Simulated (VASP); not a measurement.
Input of a VASP 6.6.1 run:

INCAR

```
PREC     = Accurate       # precision mode
ENCUT    = 520            # plane-wave cutoff, eV
EDIFF    = 1E-7           # SCF threshold, eV
ISMEAR   = -1             # smearing method
SIGMA    = 0.1            # smearing width, eV
LREAL    = False          # projectors in reciprocal space
LASPH    = True           # aspherical terms in the spheres
NELM     = 60             # most SCF steps
ALGO     = Normal         # electronic algorithm
ISIF     = 2              # what is computed and relaxed
LWAVE    = False          # write WAVECAR
LCHARG   = True           # write CHGCAR
GGA      = PE             # functional
LELF     = True           # ELF
LVHAR    = True         
NBANDS   = 15             # bands
```

Contents of KPOINTS:

```
Automatic mesh
0
Gamma
  14 14 14
```

Contents of POSCAR:

```
Os
1.0
    0.0000000000      2.4685576556      2.4685576556
    2.4685576556      0.0000000000      2.4685576556
    2.4685576556      2.4685576556      0.0000000000
Os
2
Direct
   -0.1250000000     -0.1250000000     -0.1250000000
    0.1250000000      0.1250000000      0.1250000000
```

Potentials or basis: VASP PAW PBE potentials, release 64 (Os).

Launch:

```console
$ cat potpaw_PBE.64/Os/POTCAR > POTCAR
$ mpirun -np 1 vasp_std > vasp.out
```

(1) Estimate the pressure.

(2) What does it give for the band gap on the k mesh?

## Answers

(1) 152.2 GPa.

(2) zero (band 8 reaches 9.67 eV, above the bottom of band 9 at 7.89 eV).

Caveat: spin-orbit coupling is left out, which moves the levels of the heavy elements.
